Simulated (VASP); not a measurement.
# NaF (R-3m) in VASP: further runs

Runs on NaF. Level: PBEsol. Tasks: single point.

All numbers are computed with VASP 6.6.1; they aren't measurements. Logs are shortened: lines on timing, memory, paths and dates and some standing lists are left out, and cuts for length are marked.

### Step 1. The cell of the first run

The structure is trigonal, space group R-3m (No. 166). Conventional cell: a = 3.366 Å, b = 3.366 Å, c = 7.668 Å, α = 90.00°, β = 90.00°, γ = 120.00°. Na (site symmetry -3m) has 6 F at 2.33 Å within 3.1 Å. Within 3.1 Å of F (site symmetry -3m) lie 6 Na at 2.33 Å.

### Step 2. Single point, PBEsol

Contents of INCAR:

```
  ALGO = Normal
  EDIFF = 1E-7
  ENCUT = 520
  GGA = PS
  ISIF = 2
  ISMEAR = 0
  LASPH = True
  LCHARG = False
  LREAL = False
  LWAVE = False
  NBANDS = 14
  NELM = 60
  PREC = Accurate
  SIGMA = 0.05
```

Contents of KPOINTS:

```
k-points
0
Gamma
  10 10 10
```

Contents of POSCAR:

```
NaF
1.0
   -0.1110753671      2.2691110705      2.2691110705
    2.2691110705     -0.1110753671      2.2691110705
    2.2691110705      2.2691110705     -0.1110753671
Na F
1 1
Direct
    0.0000000000      0.0000000000      0.0000000000
    0.5000000000      0.5000000000      0.5000000000
```

Potentials or basis: VASP PAW PBE potentials, release 64 (Na_pv, F).

The run is started by

```
$ cat potpaw_PBE.64/Na_pv/POTCAR potpaw_PBE.64/F/POTCAR > POTCAR
$ mpirun -np 1 vasp_std > vasp.out
```

OUTCAR:

```text
EDIFF = 1E-7
   ENCUT = 520
   GGA = PS
   ISIF = 2
   ISMEAR = 0
   LASPH = True
   LREAL = False
   NELM = 60
   PREC = Accurate

 ion  position               nearest neighbor table
   1  0.000  0.000  0.000-   2 2.33   2 2.33   2 2.33   2 2.33   2 2.33   2 2.33
   2  0.500  0.500  0.500-   1 2.33   1 2.33   1 2.33   1 2.33   1 2.33   1 2.33

  LATTYP: Found a trigonal (rhomboedric) cell.
 ALAT       =     3.2109294352
 COS(alpha) =     0.4505091948

  Lattice vectors:

 A1 = (  -0.1110753671,   2.2691110705,   2.2691110705)
 A2 = (   2.2691110705,  -0.1110753671,   2.2691110705)
 A3 = (   2.2691110705,   2.2691110705,  -0.1110753671)

Analysis of symmetry for initial positions (statically):
=====================================================================
 Subroutine PRICEL returns:
 Original cell was already a primitive cell.

 Routine SETGRP: Setting up the symmetry group for a
 trigonal (rhombohedral) supercell.

 Subroutine GETGRP returns: Found 12 space group operations
 (whereof 12 operations were pure point group operations)
 out of a pool of 12 trial point group operations.

The static configuration has the point symmetry D_3d.

Analysis of symmetry for dynamics (positions and initial velocities):
=====================================================================
 Subroutine PRICEL returns:
 Original cell was already a primitive cell.

 Routine SETGRP: Setting up the symmetry group for a
 trigonal (rhombohedral) supercell.

 Subroutine GETGRP returns: Found 12 space group operations
 (whereof 12 operations were pure point group operations)
 out of a pool of 12 trial point group operations.

The dynamic configuration has the point symmetry D_3d.

 Subroutine INISYM returns: Found 12 space group operations
 (whereof 12 operations are pure point group operations),
 and found     1 'primitive' translations

----------------------------------------------------------------------------------------

                                     Primitive cell

  volume of cell :      25.0811

  direct lattice vectors                    reciprocal lattice vectors
    -0.111075367  2.269111071  2.269111071    -0.204797065  0.215338091  0.215338091
     2.269111071 -0.111075367  2.269111071     0.215338091 -0.204797065  0.215338091
     2.269111071  2.269111071 -0.111075367     0.215338091  0.215338091 -0.204797065

  length of vectors
     3.210929435  3.210929435  3.210929435     0.366991586  0.366991586  0.366991586

  position of ions in fractional coordinates (direct lattice)
     0.000000000  0.000000000  0.000000000
     0.500000000  0.500000000  0.500000000

  ion indices of the primitive-cell ions
   primitive index   ion index
                 1           1
                 2           2

----------------------------------------------------------------------------------------

 KPOINTS: k-points

Automatic generation of k-mesh.
 Grid dimensions read from file:
 generate k-points for:   10   10   10

 Generating k-lattice:

  Cartesian coordinates                     Fractional coordinates (reciprocal lattice)
    -0.020479707  0.021533809  0.021533809     0.100000000 -0.000000000 -0.000000000
     0.021533809 -0.020479707  0.021533809    -0.000000000  0.100000000 -0.000000000
     0.021533809  0.021533809 -0.020479707    -0.000000000 -0.000000000  0.100000000

  Length of vectors
     0.036699159  0.036699159  0.036699159

  Shift w.r.t. Gamma in fractional coordinates (k-lattice)
     0.000000000  0.000000000  0.000000000

 Subroutine IBZKPT returns following result:
 ===========================================

 Found    116 irreducible k-points:

 Following reciprocal coordinates:
            Coordinates               Weight
  0.000000  0.000000  0.000000      1.000000
  0.100000  0.000000 -0.000000      6.000000
  0.200000  0.000000 -0.000000      6.000000
  0.300000  0.000000 -0.000000      6.000000
  0.400000  0.000000 -0.000000      6.000000
  0.500000  0.000000 -0.000000      3.000000
[... 16 lines left out ...]
  0.300000  0.300000 -0.000000      6.000000
  0.400000  0.300000  0.000000     12.000000
 [... further k-points ...]
   k-points           NKPTS =    116   k-points in BZ     NKDIM =    116   number of bands    NBANDS=     14
   number of dos      NEDOS =    301   number of ions     NIONS =      2
   total plane-waves  NPLWV =  13824
   dimension x,y,z NGX =    24 NGY =   24 NGZ =   24
   dimension x,y,z NGXF=    48 NGYF=   48 NGZF=   48
   ions per type =               1   1
   NGX,Y,Z   is equivalent  to a cutoff of  12.43, 12.43, 12.43 a.u.
   NGXF,Y,Z  is equivalent  to a cutoff of  24.85, 24.85, 24.85 a.u.
 SYSTEM =  unknown system
   PREC   = accura    normal or accurate (medium, high low for compatibility)
   ISTART =      0    job   : 0-new  1-cont  2-samecut
   ICHARG =      2    charge: 1-file 2-atom 10-const
   ISPIN  =      1    spin polarized calculation?
   LNONCOLLINEAR =      F non collinear calculations
   LSORBIT =      F    spin-orbit coupling
   LASPH  =      T    aspherical Exc in radial PAW
   ENCUT  =  520.0 eV  38.22 Ry    6.18 a.u.   5.97  5.97  5.97*2*pi/ulx,y,z
   NELM   =     60;   NELMIN=  2; NELMDL= -5     # of ELM steps
   EDIFF  = 0.1E-06   stopping-criterion for ELM
   LREAL  =      F    real-space projection
   EDIFFG = 0.1E-05   stopping-criterion for IOM
   NSW    =      0    number of steps for IOM
   IBRION =     -1    ionic relax: 0-MD 1-quasi-New 2-CG
   NFREE  =      0    steps in history (QN), initial steepest desc. (CG)
   ISIF   =      2    stress and relaxation
   ISYM   =      2    0-nonsym 1-usesym 2-fastsym
   POTIM  = 0.5000    time-step for ionic-motion
   TEBEG  =    0.0;   TEEND  =   0.0 temperature during run
   PSTRESS=    0.0 pullay stress
   NELECT =      14.0000    total number of electrons
   NUPDOWN=      -1.0000    fix difference up-down
   EMIN   =  10.00;   EMAX   =-10.00  energy-range for DOS
   EFERMI =   0.00;   METHOD = LEGACY
   ISMEAR =     0;   SIGMA  =   0.05  broadening in eV -4-tet -1-fermi 0-gaus
   EFERMI_NEDOS =   21; number of points for ismear=-14 and -15
   IALGO  =     38    algorithm
   IMIX   =      4    mixing-type and parameters
     AMIX     =   0.40;   BMIX     =  1.00
     AMIX_MAG =   1.60;   BMIX_MAG =  1.00
  volume/ion in A,a.u.               =      12.54        84.63
  Fermi-wavevector in a.u.,A,eV,Ry     =   1.347935  2.547227 24.720809  1.816928
  Thomas-Fermi vector in A             =   2.475645
   LORBIT       =      0    0 simple, 1 ext, 2 COOP (PROOUT), +10 PAW based schemes
   GGA     = PS    functional components
   LHFCALC =     F    Hartree Fock is set to
   AEXX    =    0.0000 exact exchange contribution
   IVDW    =     0    specifies the selected vdW correction
   LEPSILON=     F    determine dielectric tensor
   LRPA    =     F    only Hartree local field effects (RPA)
 non-spin polarized calculation
 Gauss-broadening in eV      SIGMA  =   0.05
  energy-cutoff  :      520.00
  volume of cell :       25.08
 maximum number of plane-waves:       688
   NGX = 11   NGY = 11   NGZ = 11

 number of electron      14.0000004 magnetization

 Free energy of the ion-electron system (eV)
  ---------------------------------------------------
  ext. energy  EPLUGINS =         0.00000000
  ---------------------------------------------------
  free energy    TOTEN  =        -8.75529482 eV

  energy without entropy =       -8.75529482  energy(sigma->0) =       -8.75529482

 E-fermi :  -1.7894     XC(G=0):  -9.2951

 val. band max:       -2.0767120278   @ k =   0.0000   0.0000   0.0000
 cond. band min:       3.8991821443   @ k =   0.0000   0.0000   0.0000
 fundamental gap:      5.9758941721
 Fermi energy:        -1.7894126637

 k-point     1 :       0.0000    0.0000    0.0000
  band No.  band energies     occupation
      1     -21.2415      2.00000
      2     -21.0297      2.00000
      3     -21.0203      2.00000
      4     -21.0203      2.00000
      5      -2.2520      2.00000
      6      -2.2520      2.00000
      7      -2.0767      2.00000
      8       3.8992      0.00000
      9      16.0060      0.00000
     10      16.0060      0.00000
     11      17.8716      0.00000
     12      19.1789      0.00000
     13      21.6865      0.00000
     14      21.6865      0.00000

 k-point     2 :       0.1000    0.0000   -0.0000
  band No.  band energies     occupation
      1     -21.3962      2.00000
      2     -21.0303      2.00000
      3     -21.0207      2.00000
      4     -20.8534      2.00000
      5      -2.4350      2.00000
      6      -2.2732      2.00000
      7      -2.1140      2.00000
      8       4.2488      0.00000
      9      14.9450      0.00000
     10      16.1684      0.00000
     11      17.8461      0.00000
     12      20.5408      0.00000
     13      21.1744      0.00000
     14      21.4652      0.00000

 k-point     3 :       0.2000    0.0000   -0.0000
  band No.  band energies     occupation
      1     -21.5934      2.00000
      2     -21.0342      2.00000
      3     -21.0220      2.00000
      4     -20.6221      2.00000
      5      -2.8818      2.00000
      6      -2.3283      2.00000
      7      -2.1808      2.00000
      8       5.1493      0.00000
      9      13.3053      0.00000
     10      16.5980      0.00000
     11      18.1398      0.00000
     12      20.4033      0.00000
     13      20.9458      0.00000
     14      21.8965      0.00000
[... 324 lines left out ...]
 k-point    23 :       0.3000    0.3000   -0.0000
  band No.  band energies     occupation
      1     -21.5310      2.00000
      2     -21.0590      2.00000
      3     -21.0585      2.00000
      4     -20.6235      2.00000
      5      -3.2700      2.00000
      6      -2.5591      2.00000
      7      -2.3835      2.00000
      8       7.1616      0.00000
      9      11.9485      0.00000
     10      15.4742      0.00000
     11      16.5113      0.00000
     12      17.7259      0.00000
     13      23.1026      0.00000
     14      23.8545      0.00000

 k-point    24 :       0.4000    0.3000    0.0000
  band No.  band energies     occupation
      1     -21.5087      2.00000
      2     -21.0768      2.00000
      3     -21.0582      2.00000
      4     -20.6293      2.00000
      5      -3.3918      2.00000
      6      -2.6574      2.00000
      7      -2.4294      2.00000
      8       8.1582      0.00000
      9      11.3623      0.00000
     10      14.3604      0.00000
     11      16.6505      0.00000
     12      17.8544      0.00000
     13      22.8126      0.00000
     14      24.2569      0.00000

 [... further k-points ...]
[... 5 lines left out ...]
  --------------------------------------------------------------------------------------
  -------------------------------------------------------------------------------------
  Total       -0.0975222     -0.0975222     -0.0975222      0.1758359      0.1758359      0.1758359
  in kB       -6.2297146     -6.2297146     -6.2297146     11.2323936     11.2323936     11.2323936
  external PRESSURE =      -6.2297146 kB  Pullay stress =       0.0000000 kB

 VOLUME and BASIS-vectors are now :
 -----------------------------------------------------------------------------
  energy-cutoff  :      520.00
  volume of cell :       25.08
      direct lattice vectors                 reciprocal lattice vectors
    -0.111075367  2.269111071  2.269111071    -0.204797065  0.215338091  0.215338091
     2.269111071 -0.111075367  2.269111071     0.215338091 -0.204797065  0.215338091
     2.269111071  2.269111071 -0.111075367     0.215338091  0.215338091 -0.204797065

 POSITION                                       TOTAL-FORCE (eV/Angst)
 -----------------------------------------------------------------------------------
      0.00000      0.00000      0.00000         0.000000     -0.000000     -0.000000
      2.21357      2.21357      2.21357         0.000000      0.000000      0.000000
 -----------------------------------------------------------------------------------
    total drift:                                0.000000     -0.000000      0.000000

  FREE ENERGIE OF THE ION-ELECTRON SYSTEM (eV)
  ---------------------------------------------------
  free  energy   TOTEN  =        -8.7552948215 eV

  energy  without entropy=       -8.7552948215  energy(sigma->0) =       -8.75529482
```

Wall time 9.2 s (1 thread of Intel Xeon 6975P-C (Granite Rapids), shared host); peak memory 0.15 GiB.

Results:

| Quantity | Value |
| --- | --- |
| Free energy | -8.7553 eV |
| Pressure | -0.6 GPa |
| Band gap on the k mesh | 5.98 eV, direct |

Stress tensor (GPa, compression positive):
```
-0.62  1.12  1.12
 1.12 -0.62  1.12
 1.12  1.12 -0.62
```

Caveat: the PAW data sets were made with another functional, which shifts forces and pressure a little.

### Step 3. Single point, PBEsol

This run uses another cell than the first one, of the same volume but with other edges.

Contents of INCAR:

```
SYSTEM = NaF
PREC = Accurate
ENCUT = 520
EDIFF = 1E-7
ISMEAR = 0
SIGMA = 0.05
LREAL = .False.
LASPH = .True.
NELM = 100
ALGO = Normal
ISIF = 2
LWAVE = .False.
LCHARG = .True.
GGA = PS
LELF = .True.
LVHAR = .True.
NBANDS = 14
```

Contents of KPOINTS:

```
regular mesh
0
Gamma
  10 10 10
  0 0 0
```

Contents of POSCAR:

```
NaF
1.0
    0.1207710295      2.3852278333      2.3852278333
    2.3852278333      0.1207710295      2.3852278333
    2.3852278333      2.3852278333      0.1207710295
Na F
1 1
Direct
    0.0000000000      0.0000000000      0.0000000000
    0.5000000000      0.5000000000      0.5000000000
```

Potentials or basis: VASP PAW PBE potentials, release 64 (Na_pv, F).

The run is started by

```
$ cat potpaw_PBE.64/Na_pv/POTCAR potpaw_PBE.64/F/POTCAR > POTCAR
$ mpirun -np 1 vasp_std > vasp.out
```

It took 19 s on 1 thread of Intel Xeon 6975P-C (Granite Rapids), shared host; peak memory 0.17 GiB.

The run converged. Its results:

- Free energy: -8.7504 eV
- Pressure: -0.6 GPa
- Band gap on the k mesh: 6.01 eV, direct

Stress tensor (GPa, compression positive):
```
-0.63 -1.59 -1.59
-1.59 -0.63 -1.59
-1.59 -1.59 -0.63
```

Levels at points of the mesh, in eV from the valence-band top:
| k point | band 5 | band 6 | band 7 | band 8 | band 9 | band 10 |
| --- | --- | --- | --- | --- | --- | --- |
| (0.00, 0.00, 0.00) | -0.23 | 0.00 | 0.00 | 6.01 | 17.55 | 19.34 |
| (0.50, 0.00, 0.00) | -1.67 | -0.46 | -0.29 | 10.46 | 12.38 | 19.11 |
| (0.50, 0.50, 0.00) | -1.37 | -0.59 | -0.38 | 12.80 | 12.81 | 13.53 |
| (0.50, 0.50, 0.50) | -1.75 | -0.19 | -0.19 | 10.45 | 11.52 | 20.66 |

Caveat: the PAW data sets were made with another functional, which shifts forces and pressure a little.
